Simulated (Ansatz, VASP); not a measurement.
## One calculation of Ir, two programs

```
Ir
1.0
     0.00000    1.92608    1.92608
     1.92608    0.00000    1.92608
     1.92608    1.92608    0.00000
Ir
1
Direct
  0.00000 0.00000 0.00000
```

Change from the starting cell: volume scaled by 1.01, crystal datasets.

Alike in both runs: task electric field gradients; functional PBEsol; k mesh 15 × 15 × 15; occupations fermi-dirac, width 0.05 eV; no spin polarisation.

```csv
,VASP,Ansatz
version,VASP 6.6.1,Ansatz 0.2.0
potentials or method,"VASP PAW PBE potentials, release 64 (Ir), cutoff 400 eV","all-electron PAW with datasets made for the crystal, scalar-relativistic"
```

Ansatz gave:

* pressure (GPa): -6.4

Question: What did VASP give for the same quantities?

Answer: Pressure (GPa): -5.5.

VASP's potentials were made for PBE, not for PBEsol. Ansatz ran all-electron here, and VASP with PAW potentials.

Spin-orbit coupling is off throughout.
